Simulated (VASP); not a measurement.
Set up this calculation in VASP 6.6.1, as the native input.

```yaml
Task: single point
Functional: PBE
Potentials_or_basis: VASP PAW PBE potentials, release 64 (Si, Ti_sv)
Cutoff: 520 eV
k_mesh: 2 × 2 × 2
Occupations: fermi-dirac, width 0.05 eV
Spin: no spin polarisation
Dipole_correction: no
Further_INCAR_settings: LREAL = Auto; ALGO = Normal; EDIFF = 1e-06; NBANDS = 52
```

The structure of TiSi16 (a cell with a defect) lies in POSCAR:

```
TiSi16
1.0
    0.0000000000      5.4300000000      5.4300000000
    5.4300000000      0.0000000000      5.4300000000
    5.4300000000      5.4300000000      0.0000000000
Si Ti
16 1
Direct
    0.0171636280     -0.0515647330      0.0173698895
    0.1130542357      0.1168032228      0.1132627072
   -0.0323038674      0.0091486188      0.5117462247
    0.1130537753      0.1168040516      0.6572189687
   -0.0008852670      0.4881996317     -0.0006804788
    0.1423350829      0.5729225599      0.1425400552
   -0.0008859116      0.4882000921      0.5137035912
    0.1111743094      0.6377210866      0.6257207182
    0.5115420810      0.0091481584     -0.0320978821
    0.6570122468      0.1168039595      0.1132614180
    0.5115421731      0.0091497238      0.5117447514
    0.6075239411      0.1773545120      0.6077303867
    0.5134987109      0.4882001842     -0.0006812155
    0.6255162983      0.6377205341      0.1113792818
    0.4823592081      0.5528512891      0.4825639963
    0.6255162063      0.6377222836      0.6257206262
    0.3122907919      0.0630541436      0.3124963168
```

These files were run (other wordings do the same):

INCAR

```
SYSTEM = TiSi16
PREC = Accurate
ENCUT = 520
EDIFF = 1E-6
ISMEAR = -1
SIGMA = 0.05
LREAL = Auto
LASPH = .True.
NELM = 80
ALGO = Normal
ISIF = 2
LWAVE = .False.
LCHARG = .True.
GGA = PE
LELF = .True.
LVHAR = .True.
NBANDS = 52
```

KPOINTS

```
regular mesh
0
Gamma
  2 2 2
  0 0 0
```

Potentials or basis: VASP PAW PBE potentials, release 64 (Si, Ti_sv).

Command:

```bash
$ cat potpaw_PBE.64/Si/POTCAR potpaw_PBE.64/Ti_sv/POTCAR > POTCAR
$ mpirun -np 1 vasp_std > vasp.out
```

Results of the run:

* Pressure: 5.7 GPa
* Largest force: 0.024 eV/Å
* Band gap on the k mesh: zero (bands 38 and 39 overlap by 0.19 eV)

Caveat: the k points lie up to 0.50 Å⁻¹ apart.

Run time: 5.6 min on 1 thread of Intel Xeon 8259CL (shared host), peak memory 0.47 GiB.
